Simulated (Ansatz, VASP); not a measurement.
MgI2: VASP beside Ansatz

```xyz
3
Lattice="4.1537 0.0000 0.0779 -2.0769 3.5972 -0.0389 0.1287 0.0000 6.8620" Properties=species:S:1:pos:R:3 pbc="T T T"
Mg    0.0000    0.0000    0.0000
I     0.0975    2.3981    5.1989
I     2.1080    1.1991    1.7021
```

Change from the starting cell: strain +0.0375 x Voigt [0, 0, 0, 0, 1, 0], atoms carried along.

Alike in both runs: task single point; functional PBE; k mesh 6 × 6 × 4; occupations gaussian, width 0.05 eV; no spin polarisation.

|  | VASP | Ansatz |
| --- | --- | --- |
| version | VASP 6.6.1 | Ansatz 0.2.0 |
| potentials or method | VASP PAW PBE potentials, release 64 (Mg, I), cutoff 520 eV | scalar-relativistic, plane waves, PAW |
| valence electrons in the cell | 16 | 44 |

|  | VASP | Ansatz | Ansatz less VASP |
| --- | --- | --- | --- |
| gap on the k mesh at the Fermi level (eV) | 3.49 | 3.50 | +0.019 |
| least direct gap on the mesh (eV) | 3.68 | 3.69 | +0.017 |
| pressure (GPa) | 1.3 | 1.3 | +0.05 |
| traceless stress, the component that is largest in VASP (GPa) | -0.64 | -0.64 | -0.001 |
| rms of the force components (eV/Å) | 0.054 | 0.056 | +0.0020 |

Atom by atom the forces differ by 0.005 eV/Å (rms over components). VASP's potentials hold 16 valence electrons a cell and Ansatz's 44, so a difference there can come from the potentials and not from the codes.

Spin-orbit coupling is off throughout.
